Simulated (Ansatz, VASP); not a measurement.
**Two plane-wave programs on Ta2C**

```xyz
3
Lattice="3.0953 0.0000 0.0000 -1.5477 2.6806 0.0000 0.0000 0.0000 4.6750" Properties=species:S:1:pos:R:3 pbc="T T T"
Ta    0.0000    1.7871    1.1822
Ta    1.5477    0.8935    3.4928
C     0.0000    0.0000    0.0000
```

Change from the starting cell: strain +0.000 along x and y, -0.050 along z, atoms carried along.

Alike in both runs: task single point; functional PBEsol; k mesh 18 × 18 × 10; occupations gaussian, width 0.15 eV; no spin polarisation.

|  | VASP | Ansatz |
| --- | --- | --- |
| version | VASP 6.6.1 | Ansatz 0.2.0 |
| potentials or method | VASP PAW PBE potentials, release 64 (Ta_pv, C), cutoff 520 eV | scalar-relativistic, plane waves, PAW |
| valence electrons in the cell | 26 | 30 |

Ansatz gave:

```
gap on the k mesh at the Fermi level (eV)                     : none
pressure (GPa)                                                : 17.3
traceless stress, the component that is largest in VASP (GPa) : 14.13
rms of the force components (eV/Å)                            : 0.250
```

Problem. Estimate VASP's values.

Solution. gap on the k mesh at the Fermi level (eV): none; pressure (GPa): 18.0; traceless stress, the component that is largest in VASP (GPa): 14.07; rms of the force components (eV/Å): 0.277.

VASP's potentials were made for PBE, not for PBEsol. Atom by atom the forces differ by 0.027 eV/Å (rms over components). A gap of «none» marks a metal or a gap that the smearing closes. The functional is the same, so the differences come from potentials, cutoffs and numerics. VASP's potentials hold 26 valence electrons a cell and Ansatz's 30, so a difference there can come from the potentials and not from the codes.

Spin-orbit coupling is off throughout.
